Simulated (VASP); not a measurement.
# Si in VASP: single point with PBE

Aim: the single point of Si with PBE.

All numbers are computed with VASP 6.6.1; they aren't measurements. Logs are shortened: lines on timing, memory, paths and dates and some standing lists are left out, and cuts for length are marked.

## Step 1: The cell of the first run

The cell holds a slab with vacuum, 23 atoms: a = 7.681 Å, b = 7.681 Å, c = 24.055 Å, α = 90.00°, β = 90.00°, γ = 120.00°.

## Step 2: Single point, PBE

Contents of INCAR:

```
SYSTEM = Si
  PREC = Accurate
  ENCUT = 520
  EDIFF = 1E-6
  ISMEAR = 0
  SIGMA = 0.1
  LREAL = Auto
  LASPH = .TRUE.
  NELM = 100
  ALGO = Normal
  ISIF = 2
  LWAVE = .FALSE.
  LCHARG = .FALSE.
  LDIPOL = .TRUE.
  IDIPOL = 3
  DIPOL = 0.5 0.5 0.495
  GGA = PE
  NBANDS = 63
```

Contents of KPOINTS:

```
regular mesh
0
G
  6 6 1
  0 0 0
```

Contents of POSCAR:

```
Si
1.0
    7.6805090069      0.0000000000      0.0000000000
   -3.8402545035      6.6515159140      0.0000000000
    0.0000000000      0.0000000000     24.0549978650
Si
23
Direct
    0.1666666667      0.3333333333      0.3533569218
    0.1666666667      0.8333333333      0.3533569218
    0.6666666667      0.3333333333      0.3533569218
    0.6666666667      0.8333333333      0.3533569218
    0.0000000000      0.0000000000      0.3859442748
    0.0000000000      0.5000000000      0.3859442748
    0.5000000000      0.0000000000      0.3859442748
    0.5000000000      0.5000000000      0.3859442748
    0.0000000000      0.0000000000      0.4837063235
    0.0000000000      0.5000000000      0.4837063235
    0.5000000000      0.0000000000      0.4837063235
    0.5000000000      0.5000000000      0.4837063235
    0.3333333333      0.1666666667      0.5152738095
    0.3326782597      0.6663391299      0.5165273412
    0.8336608701      0.1673217403      0.5165273412
    0.8336608701      0.6663391299      0.5165273412
    0.3333333333      0.1666666667      0.6142912048
    0.2376446655      0.6188223328      0.6127486826
    0.8811776672      0.2623553345      0.6127486826
    0.8811776672      0.6188223328      0.6127486826
    0.1745571416      0.3254428584      0.6586280084
    0.1745571416      0.8491142832      0.6586280084
    0.6508857168      0.3254428584      0.6586280084
```

Potentials or basis: VASP PAW PBE potentials, release 64 (Si).

On the command line:

```bash
$ cat potpaw_PBE.64/Si/POTCAR > POTCAR
$ mpirun -np 1 vasp_std > vasp.out
```

OUTCAR:

```text
SYSTEM = Si
   PREC = Accurate
   ENCUT = 520
   EDIFF = 1E-6
   ISMEAR = 0
   LREAL = Auto
   LASPH = .TRUE.
   NELM = 100
   ISIF = 2
   GGA = PE

 ion  position               nearest neighbor table
   1  0.167  0.333  0.353-   8 2.35   5 2.35   6 2.35
   2  0.167  0.833  0.353-   7 2.35   6 2.35   5 2.35
   3  0.667  0.333  0.353-   6 2.35   7 2.35   8 2.35
   4  0.667  0.833  0.353-   5 2.35   8 2.35   7 2.35
   5  0.000  0.000  0.386-   9 2.35   4 2.35   1 2.35   2 2.35
   6  0.000  0.500  0.386-  10 2.35   3 2.35   2 2.35   1 2.35
   7  0.500  0.000  0.386-  11 2.35   2 2.35   3 2.35   4 2.35
   8  0.500  0.500  0.386-  12 2.35   1 2.35   4 2.35   3 2.35
   9  0.000  0.000  0.484-  13 2.34   5 2.35  16 2.36  15 2.36
  10  0.000  0.500  0.484-  14 2.35  15 2.35  16 2.35   6 2.35
  11  0.500  0.000  0.484-  13 2.34   7 2.35  15 2.36  14 2.36
  12  0.500  0.500  0.484-  13 2.34   8 2.35  16 2.36  14 2.36
  13  0.333  0.167  0.515-   9 2.34  12 2.34  11 2.34  17 2.38
  14  0.333  0.666  0.517-  10 2.35  11 2.36  12 2.36  18 2.40
  15  0.834  0.167  0.517-  10 2.35  11 2.36   9 2.36  19 2.40
  16  0.834  0.666  0.517-  10 2.35  12 2.36   9 2.36  20 2.40
  17  0.333  0.167  0.614-  21 2.37  23 2.37  22 2.37  13 2.38
  18  0.238  0.619  0.613-  22 2.33  21 2.33  14 2.40  20 2.74  19 2.74
  19  0.881  0.262  0.613-  23 2.33  21 2.33  15 2.40  18 2.74  20 2.74
  20  0.881  0.619  0.613-  22 2.33  23 2.33  16 2.40  18 2.74  19 2.74
  21  0.175  0.325  0.659-  19 2.33  18 2.33  17 2.37
  22  0.175  0.849  0.659-  18 2.33  20 2.33  17 2.37
  23  0.651  0.325  0.659-  19 2.33  20 2.33  17 2.37

  LATTYP: Found a hexagonal cell.
 ALAT       =     7.6805090069
 C/A-ratio  =     3.1319536040

  Lattice vectors:

 A1 = (   7.6805090069,   0.0000000000,   0.0000000000)
 A2 = (  -3.8402545035,   6.6515159140,   0.0000000000)
 A3 = (   0.0000000000,   0.0000000000,  24.0549978650)

Analysis of symmetry for initial positions (statically):
=====================================================================
 Subroutine PRICEL returns:
 Original cell was already a primitive cell.

 Routine SETGRP: Setting up the symmetry group for a
 hexagonal supercell.

 Subroutine GETGRP returns: Found  6 space group operations
 (whereof  2 operations were pure point group operations)
 out of a pool of 24 trial point group operations.

The static configuration has the point symmetry C_1h.
 The point group associated with its full space group is C_3v.

Analysis of symmetry for dynamics (positions and initial velocities):
=====================================================================
 Subroutine PRICEL returns:
 Original cell was already a primitive cell.

 Routine SETGRP: Setting up the symmetry group for a
 hexagonal supercell.

 Subroutine GETGRP returns: Found  6 space group operations
 (whereof  2 operations were pure point group operations)
 out of a pool of 24 trial point group operations.

The dynamic configuration has the point symmetry C_1h.
 The point group associated with its full space group is C_3v.

 Subroutine INISYM returns: Found  6 space group operations
 (whereof  2 operations are pure point group operations),
 and found     1 'primitive' translations

----------------------------------------------------------------------------------------

                                     Primitive cell

  volume of cell :    1228.8983

  direct lattice vectors                    reciprocal lattice vectors
     7.680509007  0.000000000  0.000000000     0.130199704  0.075170834  0.000000000
    -3.840254504  6.651515914  0.000000000     0.000000000  0.150341668  0.000000000
     0.000000000  0.000000000 24.054997865     0.000000000  0.000000000  0.041571403

  length of vectors
     7.680509007  7.680509007 24.054997865     0.150341668  0.150341668  0.041571403

  position of ions in fractional coordinates (direct lattice)
     0.166666667  0.333333333  0.353356922
     0.166666667  0.833333333  0.353356922
     0.666666667  0.333333333  0.353356922
     0.666666667  0.833333333  0.353356922
     0.000000000  0.000000000  0.385944275
     0.000000000  0.500000000  0.385944275
[... 15 lines left out ...]
     0.174557142  0.849114283  0.658628008
     0.650885717  0.325442858  0.658628008

  ion indices of the primitive-cell ions
   primitive index   ion index
                 1           1
                 2           2
                 3           3
                 4           4
                 5           5
                 6           6
[... 15 lines left out ...]
                22          22
                23          23

----------------------------------------------------------------------------------------

 KPOINTS: regular mesh

Automatic generation of k-mesh.
 Grid dimensions read from file:
 generate k-points for:    6    6    1

 Generating k-lattice:

  Cartesian coordinates                     Fractional coordinates (reciprocal lattice)
     0.021699951  0.012528472  0.000000000     0.166666667  0.000000000  0.000000000
     0.000000000  0.025056945  0.000000000     0.000000000  0.166666667  0.000000000
     0.000000000  0.000000000  0.041571403     0.000000000  0.000000000  1.000000000

  Length of vectors
     0.025056945  0.025056945  0.041571403

  Shift w.r.t. Gamma in fractional coordinates (k-lattice)
     0.000000000  0.000000000  0.000000000

 Subroutine IBZKPT returns following result:
 ===========================================

 Found      7 irreducible k-points:

 Following reciprocal coordinates:
            Coordinates               Weight
  0.000000  0.000000  0.000000      1.000000
  0.166667  0.000000  0.000000      6.000000
  0.333333  0.000000  0.000000      6.000000
  0.500000  0.000000  0.000000      3.000000
  0.166667  0.166667  0.000000      6.000000
  0.333333  0.166667  0.000000     12.000000
  0.333333  0.333333  0.000000      2.000000
   k-points           NKPTS =      7   k-points in BZ     NKDIM =      7   number of bands    NBANDS=     63
   number of dos      NEDOS =    301   number of ions     NIONS =     23
   total plane-waves  NPLWV = 648000
   dimension x,y,z NGX =    60 NGY =   60 NGZ =  180
   dimension x,y,z NGXF=   120 NGYF=  120 NGZF=  360
   ions per type =              23
   NGX,Y,Z   is equivalent  to a cutoff of  12.99, 12.99, 12.44 a.u.
   NGXF,Y,Z  is equivalent  to a cutoff of  25.97, 25.97, 24.88 a.u.
 SYSTEM =  Si
   PREC   = accura    normal or accurate (medium, high low for compatibility)
   ISTART =      0    job   : 0-new  1-cont  2-samecut
   ICHARG =      2    charge: 1-file 2-atom 10-const
   ISPIN  =      1    spin polarized calculation?
   LNONCOLLINEAR =      F non collinear calculations
   LSORBIT =      F    spin-orbit coupling
   LASPH  =      T    aspherical Exc in radial PAW
   ENCUT  =  520.0 eV  38.22 Ry    6.18 a.u.  14.28 14.28 44.73*2*pi/ulx,y,z
   NELM   =    100;   NELMIN=  2; NELMDL= -5     # of ELM steps
   EDIFF  = 0.1E-05   stopping-criterion for ELM
   LREAL  =      T    real-space projection
   EDIFFG = 0.1E-04   stopping-criterion for IOM
   NSW    =      0    number of steps for IOM
   IBRION =     -1    ionic relax: 0-MD 1-quasi-New 2-CG
   NFREE  =      0    steps in history (QN), initial steepest desc. (CG)
   ISIF   =      2    stress and relaxation
   ISYM   =      2    0-nonsym 1-usesym 2-fastsym
   POTIM  = 0.5000    time-step for ionic-motion
   TEBEG  =    0.0;   TEEND  =   0.0 temperature during run
   PSTRESS=    0.0 pullay stress
   NELECT =      92.0000    total number of electrons
   NUPDOWN=      -1.0000    fix difference up-down
   EMIN   =  10.00;   EMAX   =-10.00  energy-range for DOS
   EFERMI =   0.00;   METHOD = LEGACY
   ISMEAR =     0;   SIGMA  =   0.10  broadening in eV -4-tet -1-fermi 0-gaus
   EFERMI_NEDOS =   21; number of points for ismear=-14 and -15
   IALGO  =     38    algorithm
   IMIX   =      4    mixing-type and parameters
     AMIX     =   0.40;   BMIX     =  1.00
     AMIX_MAG =   1.60;   BMIX_MAG =  1.00
  volume/ion in A,a.u.               =      53.43       360.57
  Fermi-wavevector in a.u.,A,eV,Ry     =   0.689973  1.303860  6.477228  0.476063
  Thomas-Fermi vector in A             =   1.771210
   LORBIT       =      0    0 simple, 1 ext, 2 COOP (PROOUT), +10 PAW based schemes
   GGA     = PE    functional components
   LHFCALC =     F    Hartree Fock is set to
   AEXX    =    0.0000 exact exchange contribution
   IVDW    =     0    specifies the selected vdW correction
   LEPSILON=     F    determine dielectric tensor
   LRPA    =     F    only Hartree local field effects (RPA)
 non-spin polarized calculation
 Gauss-broadening in eV      SIGMA  =   0.10
  energy-cutoff  :      520.00
  volume of cell :     1228.90
 maximum number of plane-waves:     33143
 NGX is ok and might be reduce to    60
   NGX = 29   NGY = 29   NGZ = 89

 dipolmoment           0.000000      0.000000     -0.044971 electrons x Angstroem

 number of electron      92.0000005 magnetization

 dipolmoment           0.000000      0.000000      0.089183 electrons x Angstroem

 Free energy of the ion-electron system (eV)
  ---------------------------------------------------
  ext. energy  EPLUGINS =         0.00000000
  ---------------------------------------------------
  free energy    TOTEN  =      -114.89816121 eV

  energy without entropy =     -114.83227242  energy(sigma->0) =     -114.86521681

 E-fermi :  -0.9679     XC(G=0):  -4.2213

 val. band max:       -0.9882272532   @ k =   0.3333   0.3333   0.0000
 cond. band min:      -0.9552635982   @ k =   0.5000   0.0000   0.0000
 fundamental gap:      0.0329636550
 Fermi energy:        -0.9679352669

 k-point     1 :       0.0000    0.0000    0.0000
  band No.  band energies     occupation
      1     -12.6123      2.00000
      2     -11.8180      2.00000
      3     -10.9377      2.00000
      4     -10.4449      2.00000
      5     -10.2959      2.00000
      6     -10.2959      2.00000
[... 50 lines left out ...]
     57       1.1453      0.00000
     58       1.3900      0.00000

 k-point     2 :       0.1667    0.0000    0.0000
  band No.  band energies     occupation
      1     -12.5386      2.00000
      2     -11.7661      2.00000
      3     -10.8961      2.00000
      4     -10.7055      2.00000
      5     -10.4253      2.00000
      6     -10.3587      2.00000
[... 50 lines left out ...]
     57       1.3900      0.00000
     58       1.4715      0.00000

 k-point     3 :       0.3333    0.0000    0.0000
  band No.  band energies     occupation
      1     -12.3290      2.00000
      2     -11.6684      2.00000
      3     -11.2291      2.00000
      4     -10.7363      2.00000
      5     -10.5287      2.00000
      6     -10.4582      2.00000
[... 50 lines left out ...]
     57       1.8372      0.00000
     58       1.8966      0.00000

 k-point     4 :       0.5000    0.0000    0.0000
  band No.  band energies     occupation
      1     -12.1160      2.00000
      2     -11.7716      2.00000
      3     -11.3431      2.00000
      4     -10.8087      2.00000
      5     -10.4999      2.00000
      6     -10.4601      2.00000
[... 50 lines left out ...]
     57       1.7630      0.00000
     58       1.8249      0.00000

 k-point     5 :       0.1667    0.1667    0.0000
  band No.  band energies     occupation
      1     -12.3961      2.00000
      2     -11.6823      2.00000
      3     -11.0194      2.00000
      4     -10.8773      2.00000
      5     -10.7003      2.00000
      6     -10.2648      2.00000
[... 50 lines left out ...]
     57       1.7059      0.00000
     58       1.7234      0.00000

 k-point     6 :       0.3333    0.1667    0.0000
  band No.  band energies     occupation
      1     -12.1515      2.00000
      2     -11.6671      2.00000
      3     -11.3201      2.00000
      4     -11.0164      2.00000
      5     -10.6646      2.00000
      6     -10.3666      2.00000
[... 50 lines left out ...]
     57       1.8500      0.00000
     58       1.9825      0.00000

 k-point     7 :       0.3333    0.3333    0.0000
  band No.  band energies     occupation
      1     -12.0213      2.00000
      2     -11.5941      2.00000
      3     -11.4994      2.00000
      4     -11.1361      2.00000
      5     -10.7095      2.00000
      6     -10.3395      2.00000
[... 50 lines left out ...]
     57       2.2471      0.00000
     58       2.3191      0.00000
 [bands above 58 left out]

------------------------ aborting loop because EDIFF is reached ----------------------------------------

 vacuum level on the upper side and lower side of the slab       (xc-potential included)         0.046        -0.248

  FORCE on cell =-STRESS in cart. coord.  units (eV):
  Direction    XX          YY          ZZ          XY          YZ          ZX
  --------------------------------------------------------------------------------------
  -------------------------------------------------------------------------------------
  Total        0.2221426      0.2221426      2.6371065     -0.0000000      0.0000000     -0.0000000
  in kB        0.2896186      0.2896186      3.4381300     -0.0000000      0.0000000     -0.0000000
  external PRESSURE =       1.3391224 kB  Pullay stress =       0.0000000 kB

 VOLUME and BASIS-vectors are now :
 -----------------------------------------------------------------------------
  energy-cutoff  :      520.00
  volume of cell :     1228.90
      direct lattice vectors                 reciprocal lattice vectors
     7.680509007  0.000000000  0.000000000     0.130199704  0.075170834  0.000000000
    -3.840254504  6.651515914  0.000000000     0.000000000  0.150341668  0.000000000
     0.000000000  0.000000000 24.054997865     0.000000000  0.000000000  0.041571403

 POSITION                                       TOTAL-FORCE (eV/Angst)
 -----------------------------------------------------------------------------------
      0.00000      2.21717      8.50000        -0.025283      0.014597      0.417886
     -1.92013      5.54293      8.50000         0.000000     -0.029194      0.417886
      3.84025      2.21717      8.50000         0.025283      0.014597      0.417886
      1.92013      5.54293      8.50000        -0.000000     -0.000000      0.624189
      0.00000      0.00000      9.28389         0.034972      0.020191     -0.915514
     -1.92013      3.32576      9.28389        -0.000000     -0.000000     -1.014940
[... 15 lines left out ...]
     -1.92013      5.64790     15.84330         0.000000     -0.013376     -0.017080
      3.74935      2.16469     15.84330         0.011584      0.006688     -0.017080
 -----------------------------------------------------------------------------------
    total drift:                                0.000000      0.000000      0.018213

  FREE ENERGIE OF THE ION-ELECTRON SYSTEM (eV)
  ---------------------------------------------------
  free  energy   TOTEN  =      -114.8981612061 eV

  energy  without entropy=     -114.8322724179  energy(sigma->0) =     -114.86521681

 vacuum level on the upper side and lower side of the slab         4.093         3.799
```

Run time: 21 min. Hardware: 1 thread of Intel Xeon 6975P-C (Granite Rapids), shared host; peak memory 1.3 GiB.

Results:

```
Free energy   : -114.8982 eV
Largest force : 1.015 eV/Å
```

Forces in eV/Å, atoms in the order of the input:
```
Si  -0.025  0.015  0.418
Si   0.000 -0.029  0.418
Si   0.025  0.015  0.418
Si   0.000  0.000  0.624
Si   0.035  0.020 -0.916
Si   0.000  0.000 -1.015
Si  -0.035  0.020 -0.916
Si   0.000 -0.040 -0.916
Si  -0.005 -0.003  0.523
Si   0.000  0.000  0.401
Si   0.005 -0.003  0.523
Si   0.000  0.006  0.523
Si   0.000  0.000 -0.006
Si   0.001  0.001  0.002
Si   0.000 -0.001  0.002
Si  -0.001  0.001  0.002
Si   0.000  0.000 -0.020
Si   0.006  0.004 -0.005
Si   0.000 -0.007 -0.005
Si  -0.006  0.004 -0.005
Si  -0.012  0.007 -0.017
Si   0.000 -0.013 -0.017
Si   0.012  0.007 -0.017
```
